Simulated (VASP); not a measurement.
Nb2SiO2: single point with PBE

Nb2SiO2:

```xyz
5
Lattice="2.9032 0.0000 0.0000 -1.4516 2.5142 0.0000 0.0000 0.0000 9.5385" Properties=species:S:1:pos:R:3 pbc="T T T"
Nb    0.0000    0.0000    1.4555
Nb    0.0000    0.0000    8.0830
Si    1.4516    0.8381    4.7693
O     0.0000    0.0000    3.4423
O     0.0000    0.0000    6.0962
```

The cell was built from a structure type or drawn by symmetry, and may not be a known phase.

```yaml
Program: VASP 6.6.1
Task: single point
Functional: PBE
Potentials_or_basis: VASP PAW PBE potentials, release 64 (Nb_sv, Si, O)
Cutoff: 600 eV
k_mesh: 4 × 4 × 2
Occupations: gaussian, width 0.15 eV
Spin: no spin polarisation
```

```
Pressure               : -0.3 GPa
Largest force          : 0.029 eV/Å
Band gap on the k mesh : zero (bands 21 and 22 overlap by 0.57 eV)
```

Forces on the atoms (eV/Å):
```
Nb   0.000  0.000  0.029
Nb   0.000  0.000 -0.029
Si   0.000  0.000  0.000
O    0.000  0.000  0.012
O    0.000  0.000 -0.012
```

Levels at points of the mesh, in eV from the Fermi level:
| k point | band 19 | band 20 | band 21 | band 22 | band 23 | band 24 |
| --- | --- | --- | --- | --- | --- | --- |
| (0.00, 0.00, 0.00) | -2.69 | -1.18 | 0.11 | 0.11 | 0.36 | 0.36 |
| (0.50, 0.00, 0.00) | -3.03 | -0.39 | -0.15 | -0.11 | 1.33 | 1.42 |
| (0.00, 0.00, 0.50) | -1.95 | -1.60 | 0.11 | 0.11 | 0.36 | 0.36 |
| (0.50, 0.00, 0.50) | -2.78 | -1.93 | 0.46 | 1.02 | 1.49 | 1.55 |

Wall time 14 s on 1 thread of Intel(R) Xeon(R) 6975P-C (Granite Rapids) (shared host), peak memory 0.2 GiB.

Caveat: the k points lie up to 0.62 Å⁻¹ apart, too coarse for converged energies and pressures of a metal.
